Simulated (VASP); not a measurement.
# MoS2 (single layer cut from the bulk crystal) in VASP: single point with PBE

Aim: the single point of MoS2 (single layer cut from the bulk crystal) with PBE.

All numbers are computed with VASP 6.6.1; they aren't measurements. Logs are shortened: lines on timing, memory, paths and dates and some standing lists are left out, and cuts for length are marked.

## 1. The cell of the first run

The cell holds a slab with vacuum, 3 atoms: a = 3.184 Å, b = 3.184 Å, c = 16.103 Å, α = 90.00°, β = 90.00°, γ = 120.00°.

## 2. Single point, PBE

INCAR reads:

```
SYSTEM = MoS2
  PREC = Accurate
  ENCUT = 520
  EDIFF = 1E-7
  ISMEAR = 0
  SIGMA = 0.05
  LREAL = .FALSE.
  LASPH = .TRUE.
  NELM = 60
  ALGO = Normal
  ISIF = 2
  LWAVE = .FALSE.
  LCHARG = .TRUE.
  GGA = PE
  LELF = .TRUE.
  LVHAR = .TRUE.
  NBANDS = 20
```

KPOINTS reads:

```
regular mesh
0
G
  24 24 1
  0 0 0
```

POSCAR reads:

```
MoS2
1.0
    3.1841260800      0.0000000000      0.0000000000
   -1.5920630400      2.7575340800      0.0000000000
    0.0000000000      0.0000000000     16.1026500100
Mo S
1 2
Direct
    0.0000000000      0.0000000000      0.5000000000
    0.3333333300      0.6666666700      0.5963397300
    0.3333333300      0.6666666700      0.4036602700
```

Potentials or basis: VASP PAW PBE potentials, release 64 (Mo_sv, S).

Started as:

```console
> cat potpaw_PBE.64/Mo_sv/POTCAR potpaw_PBE.64/S/POTCAR > POTCAR
> mpirun -np 1 vasp_std > vasp.out
```

OUTCAR:

```text
SYSTEM = MoS2
   PREC = Accurate
   ENCUT = 520
   EDIFF = 1E-7
   ISMEAR = 0
   LREAL = .FALSE.
   LASPH = .TRUE.
   NELM = 60
   ISIF = 2
   GGA = PE

 ion  position               nearest neighbor table
   1  0.000  0.000  0.500-   2 2.41   3 2.41   2 2.41   3 2.41   2 2.41   3 2.41
   2  0.333  0.667  0.596-   1 2.41   1 2.41   1 2.41
   3  0.333  0.667  0.404-   1 2.41   1 2.41   1 2.41

  LATTYP: Found a hexagonal cell.
 ALAT       =     3.1841260800
 C/A-ratio  =     5.0571646993

  Lattice vectors:

 A1 = (   3.1841260800,   0.0000000000,   0.0000000000)
 A2 = (  -1.5920630400,   2.7575340800,   0.0000000000)
 A3 = (   0.0000000000,   0.0000000000,  16.1026500100)

Analysis of symmetry for initial positions (statically):
=====================================================================
 Subroutine PRICEL returns:
 Original cell was already a primitive cell.

 Routine SETGRP: Setting up the symmetry group for a
 hexagonal supercell.

 Subroutine GETGRP returns: Found 12 space group operations
 (whereof 12 operations were pure point group operations)
 out of a pool of 24 trial point group operations.

The static configuration has the point symmetry D_3h.

Analysis of symmetry for dynamics (positions and initial velocities):
=====================================================================
 Subroutine PRICEL returns:
 Original cell was already a primitive cell.

 Routine SETGRP: Setting up the symmetry group for a
 hexagonal supercell.

 Subroutine GETGRP returns: Found 12 space group operations
 (whereof 12 operations were pure point group operations)
 out of a pool of 24 trial point group operations.

The dynamic configuration has the point symmetry D_3h.

 Subroutine INISYM returns: Found 12 space group operations
 (whereof 12 operations are pure point group operations),
 and found     1 'primitive' translations

----------------------------------------------------------------------------------------

                                     Primitive cell

  volume of cell :     141.3867

  direct lattice vectors                    reciprocal lattice vectors
     3.184126080  0.000000000  0.000000000     0.314057916  0.181321422  0.000000000
    -1.592063040  2.757534080  0.000000000     0.000000000  0.362642844  0.000000000
     0.000000000  0.000000000 16.102650010     0.000000000  0.000000000  0.062101580

  length of vectors
     3.184126080  3.184126085 16.102650010     0.362642844  0.362642844  0.062101580

  position of ions in fractional coordinates (direct lattice)
     0.000000000  0.000000000  0.500000000
     0.333333330  0.666666670  0.596339730
     0.333333330  0.666666670  0.403660270

  ion indices of the primitive-cell ions
   primitive index   ion index
                 1           1
                 2           2
                 3           3

----------------------------------------------------------------------------------------

 KPOINTS: regular mesh

Automatic generation of k-mesh.
 Grid dimensions read from file:
 generate k-points for:   24   24    1

 Generating k-lattice:

  Cartesian coordinates                     Fractional coordinates (reciprocal lattice)
     0.013085746  0.007555059  0.000000000     0.041666667  0.000000000  0.000000000
     0.000000000  0.015110118  0.000000000     0.000000000  0.041666667  0.000000000
     0.000000000  0.000000000  0.062101580     0.000000000  0.000000000  1.000000000

  Length of vectors
     0.015110119  0.015110118  0.062101580

  Shift w.r.t. Gamma in fractional coordinates (k-lattice)
     0.000000000  0.000000000  0.000000000

 Subroutine IBZKPT returns following result:
 ===========================================

 Found     61 irreducible k-points:

 Following reciprocal coordinates:
            Coordinates               Weight
  0.000000  0.000000  0.000000      1.000000
  0.041667  0.000000  0.000000      6.000000
  0.083333  0.000000  0.000000      6.000000
  0.125000  0.000000  0.000000      6.000000
  0.166667  0.000000  0.000000      6.000000
  0.208333  0.000000  0.000000      6.000000
[... 16 lines left out ...]
  0.416667  0.041667  0.000000     12.000000
  0.458333  0.041667  0.000000     12.000000
 [... further k-points ...]
   k-points           NKPTS =     61   k-points in BZ     NKDIM =     61   number of bands    NBANDS=     20
   number of dos      NEDOS =    301   number of ions     NIONS =      3
   total plane-waves  NPLWV =  69120
   dimension x,y,z NGX =    24 NGY =   24 NGZ =  120
   dimension x,y,z NGXF=    48 NGYF=   48 NGZF=  240
   ions per type =               1   2
   NGX,Y,Z   is equivalent  to a cutoff of  12.53, 12.53, 12.39 a.u.
   NGXF,Y,Z  is equivalent  to a cutoff of  25.06, 25.06, 24.78 a.u.
 SYSTEM =  MoS2
   PREC   = accura    normal or accurate (medium, high low for compatibility)
   ISTART =      0    job   : 0-new  1-cont  2-samecut
   ICHARG =      2    charge: 1-file 2-atom 10-const
   ISPIN  =      1    spin polarized calculation?
   LNONCOLLINEAR =      F non collinear calculations
   LSORBIT =      F    spin-orbit coupling
   LASPH  =      T    aspherical Exc in radial PAW
   ENCUT  =  520.0 eV  38.22 Ry    6.18 a.u.   5.92  5.92 29.94*2*pi/ulx,y,z
   NELM   =     60;   NELMIN=  2; NELMDL= -5     # of ELM steps
   EDIFF  = 0.1E-06   stopping-criterion for ELM
   LREAL  =      F    real-space projection
   EDIFFG = 0.1E-05   stopping-criterion for IOM
   NSW    =      0    number of steps for IOM
   IBRION =     -1    ionic relax: 0-MD 1-quasi-New 2-CG
   NFREE  =      0    steps in history (QN), initial steepest desc. (CG)
   ISIF   =      2    stress and relaxation
   ISYM   =      2    0-nonsym 1-usesym 2-fastsym
   POTIM  = 0.5000    time-step for ionic-motion
   TEBEG  =    0.0;   TEEND  =   0.0 temperature during run
   PSTRESS=    0.0 pullay stress
   NELECT =      26.0000    total number of electrons
   NUPDOWN=      -1.0000    fix difference up-down
   EMIN   =  10.00;   EMAX   =-10.00  energy-range for DOS
   EFERMI =   0.00;   METHOD = LEGACY
   ISMEAR =     0;   SIGMA  =   0.05  broadening in eV -4-tet -1-fermi 0-gaus
   EFERMI_NEDOS =   21; number of points for ismear=-14 and -15
   IALGO  =     38    algorithm
   IMIX   =      4    mixing-type and parameters
     AMIX     =   0.40;   BMIX     =  1.00
     AMIX_MAG =   1.60;   BMIX_MAG =  1.00
  volume/ion in A,a.u.               =      47.13       318.04
  Fermi-wavevector in a.u.,A,eV,Ry     =   0.930957  1.759254 11.791919  0.866682
  Thomas-Fermi vector in A             =   2.057400
   LORBIT       =      0    0 simple, 1 ext, 2 COOP (PROOUT), +10 PAW based schemes
   GGA     = PE    functional components
   LHFCALC =     F    Hartree Fock is set to
   AEXX    =    0.0000 exact exchange contribution
   IVDW    =     0    specifies the selected vdW correction
   LEPSILON=     F    determine dielectric tensor
   LRPA    =     F    only Hartree local field effects (RPA)
 non-spin polarized calculation
 Gauss-broadening in eV      SIGMA  =   0.05
  energy-cutoff  :      520.00
  volume of cell :      141.39
 maximum number of plane-waves:      3834
 NGX is ok and might be reduce to    24
   NGX = 11   NGY = 11   NGZ = 59

 number of electron      25.9999999 magnetization

 Free energy of the ion-electron system (eV)
  ---------------------------------------------------
  ext. energy  EPLUGINS =         0.00000000
  ---------------------------------------------------
  free energy    TOTEN  =       -21.85064884 eV

  energy without entropy =      -21.85064884  energy(sigma->0) =      -21.85064884

 E-fermi :  -0.7988     XC(G=0):  -4.7299

 val. band max:       -1.0557883300   @ k =   0.0000   0.0000   0.0000
 cond. band min:       0.5428199442   @ k =   0.3333   0.3333   0.0000
 fundamental gap:      1.5986082742
 Fermi energy:        -0.7988410571

 k-point     1 :       0.0000    0.0000    0.0000
  band No.  band energies     occupation
      1     -61.9553      2.00000
      2     -36.0968      2.00000
      3     -35.8966      2.00000
      4     -35.8966      2.00000
      5     -15.1953      2.00000
      6     -13.8578      2.00000
[... 12 lines left out ...]
     19       4.6525      0.00000
     20       5.1278      0.00000

 k-point     2 :       0.0417    0.0000    0.0000
  band No.  band energies     occupation
      1     -61.9547      2.00000
      2     -36.0955      2.00000
      3     -35.9031      2.00000
      4     -35.8980      2.00000
      5     -15.1694      2.00000
      6     -13.8474      2.00000
[... 12 lines left out ...]
     19       4.6863      0.00000
     20       5.2412      0.00000

 k-point     3 :       0.0833    0.0000    0.0000
  band No.  band energies     occupation
      1     -61.9528      2.00000
      2     -36.0918      2.00000
      3     -35.9221      2.00000
      4     -35.9024      2.00000
      5     -15.0928      2.00000
      6     -13.8168      2.00000
[... 12 lines left out ...]
     19       4.7868      0.00000
     20       5.5535      0.00000

 k-point     4 :       0.1250    0.0000    0.0000
  band No.  band energies     occupation
      1     -61.9498      2.00000
      2     -36.0859      2.00000
      3     -35.9523      2.00000
      4     -35.9093      2.00000
      5     -14.9685      2.00000
      6     -13.7672      2.00000
[... 12 lines left out ...]
     19       4.9509      0.00000
     20       5.9553      0.00000

 k-point     5 :       0.1667    0.0000    0.0000
  band No.  band energies     occupation
      1     -61.9460      2.00000
      2     -36.0781      2.00000
      3     -35.9914      2.00000
      4     -35.9182      2.00000
      5     -14.8017      2.00000
      6     -13.7007      2.00000
[... 12 lines left out ...]
     19       5.1744      0.00000
     20       6.2862      0.00000

 k-point     6 :       0.2083    0.0000    0.0000
  band No.  band energies     occupation
      1     -61.9415      2.00000
      2     -36.0691      2.00000
      3     -36.0367      2.00000
      4     -35.9286      2.00000
      5     -14.5994      2.00000
      6     -13.6203      2.00000
[... 12 lines left out ...]
     19       5.4512      0.00000
     20       6.5608      0.00000

 k-point     7 :       0.2500    0.0000    0.0000
  band No.  band energies     occupation
      1     -61.9366      2.00000
      2     -36.0848      2.00000
      3     -36.0594      2.00000
      4     -35.9397      2.00000
      5     -14.3715      2.00000
      6     -13.5303      2.00000
[... 12 lines left out ...]
     19       5.7700      0.00000
     20       6.8250      0.00000
[... 277 lines left out ...]
 k-point    20 :       0.2917    0.0417    0.0000
  band No.  band energies     occupation
      1     -61.9292      2.00000
      2     -36.1555      2.00000
      3     -36.0445      2.00000
      4     -35.9593      2.00000
      5     -13.9956      2.00000
      6     -13.3832      2.00000
[... 12 lines left out ...]
     19       6.3030      0.00000
     20       7.0742      0.00000

 k-point    21 :       0.3333    0.0417    0.0000
  band No.  band energies     occupation
      1     -61.9250      2.00000
      2     -36.1961      2.00000
      3     -36.0361      2.00000
      4     -35.9693      2.00000
      5     -13.7648      2.00000
      6     -13.2947      2.00000
[... 12 lines left out ...]
     19       6.5905      0.00000
     20       6.6939      0.00000

 k-point    22 :       0.3750    0.0417    0.0000
  band No.  band energies     occupation
      1     -61.9216      2.00000
      2     -36.2290      2.00000
      3     -36.0292      2.00000
      4     -35.9774      2.00000
      5     -13.5641      2.00000
      6     -13.2192      2.00000
[... 12 lines left out ...]
     19       6.7735      0.00000
     20       6.8047      0.00000

 k-point    23 :       0.4167    0.0417    0.0000
  band No.  band energies     occupation
      1     -61.9192      2.00000
      2     -36.2522      2.00000
      3     -36.0243      2.00000
      4     -35.9832      2.00000
      5     -13.4143      2.00000
      6     -13.1637      2.00000
[... 12 lines left out ...]
     19       6.8902      0.00000
     20       7.0665      0.00000

 k-point    24 :       0.4583    0.0417    0.0000
  band No.  band energies     occupation
      1     -61.9179      2.00000
      2     -36.2642      2.00000
      3     -36.0218      2.00000
      4     -35.9862      2.00000
      5     -13.3337      2.00000
      6     -13.1343      2.00000
[... 12 lines left out ...]
     19       6.9675      0.00000
     20       7.2468      0.00000

 [... further k-points ...]

------------------------ aborting loop because EDIFF is reached ----------------------------------------

  FORCE on cell =-STRESS in cart. coord.  units (eV):
  Direction    XX          YY          ZZ          XY          YZ          ZX
  --------------------------------------------------------------------------------------
  -------------------------------------------------------------------------------------
  Total        0.2088132      0.2088132      0.6132616      0.0000000      0.0000000      0.0000000
  in kB        2.3662464      2.3662464      6.9494091      0.0000000      0.0000000      0.0000000
  external PRESSURE =       3.8939673 kB  Pullay stress =       0.0000000 kB

 VOLUME and BASIS-vectors are now :
 -----------------------------------------------------------------------------
  energy-cutoff  :      520.00
  volume of cell :      141.39
      direct lattice vectors                 reciprocal lattice vectors
     3.184126080  0.000000000  0.000000000     0.314057916  0.181321422  0.000000000
    -1.592063040  2.757534080  0.000000000     0.000000000  0.362642844  0.000000000
     0.000000000  0.000000000 16.102650010     0.000000000  0.000000000  0.062101580

 POSITION                                       TOTAL-FORCE (eV/Angst)
 -----------------------------------------------------------------------------------
      0.00000      0.00000      8.05133         0.000000     -0.000000      0.000000
     -0.00000      1.83836      9.60265        -0.000000      0.000000      0.205486
     -0.00000      1.83836      6.50000         0.000000      0.000000     -0.205486
 -----------------------------------------------------------------------------------
    total drift:                                0.000016     -0.000009      0.000000

  FREE ENERGIE OF THE ION-ELECTRON SYSTEM (eV)
  ---------------------------------------------------
  free  energy   TOTEN  =       -21.8506488371 eV

  energy  without entropy=      -21.8506488371  energy(sigma->0) =      -21.85064884
```

Run time: 2.6 min. Hardware: 1 thread of Intel Xeon Platinum 8259CL at 2.50GHz (Skylake/Cascade Lake), shared host; peak memory 0.34 GiB.

Results:

- Free energy: -21.8506 eV
- Largest force: 0.205 eV/Å
- Band gap on the k mesh: 1.60 eV, indirect (least direct gap 1.66 eV)

Forces on the atoms (eV/Å):
```
Mo   0.000  0.000  0.000
S    0.000  0.000  0.205
S    0.000  0.000 -0.205
```
